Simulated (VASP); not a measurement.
Pt2Se, 6 atoms in the cell. The structure is orthorhombic, space group Pnnm (No. 58). The conventional cell has a = 3.880 Å, b = 7.574 Å, c = 3.539 Å, α = 90.00°, β = 90.00°, γ = 90.00°. Within 3.3 Å of Pt (site symmetry m) lie 3 Se at 2.52 to 2.61 Å and 5 Pt at 2.85 to 2.90 Å. Within 3.3 Å of Se (site symmetry 2/m) lie 6 Pt at 2.52 to 2.61 Å. 

* Program: VASP 6.6.1
* Task: single point
* Functional: PBE
* Potentials or basis: VASP PAW PBE potentials, release 64 (Pt, Se)
* Cutoff: 520 eV
* k mesh: 10 × 6 × 10
* Occupations: gaussian, width 0.1 eV
* Spin: no spin polarisation
* Dipole correction: no
* Further INCAR settings: ALGO = Normal; EDIFF = 1e-06; NBANDS = 35

Potentials or basis: VASP PAW PBE potentials, release 64 (Pt, Se).

Launch:

```sh
$ cat potpaw_PBE.64/Pt/POTCAR potpaw_PBE.64/Se/POTCAR > POTCAR
$ mpirun -np 1 vasp_std > vasp.out
```

Hardware: 1 thread of AMD EPYC 9R14 (Zen 4) (shared host).

Q: Estimate the wall time of this run.

A: Run time: 3.8 min on 1 thread of AMD EPYC 9R14 (Zen 4), on a shared host, peak memory 0.48 GiB. Counts: scf iterations 12, k points 144.
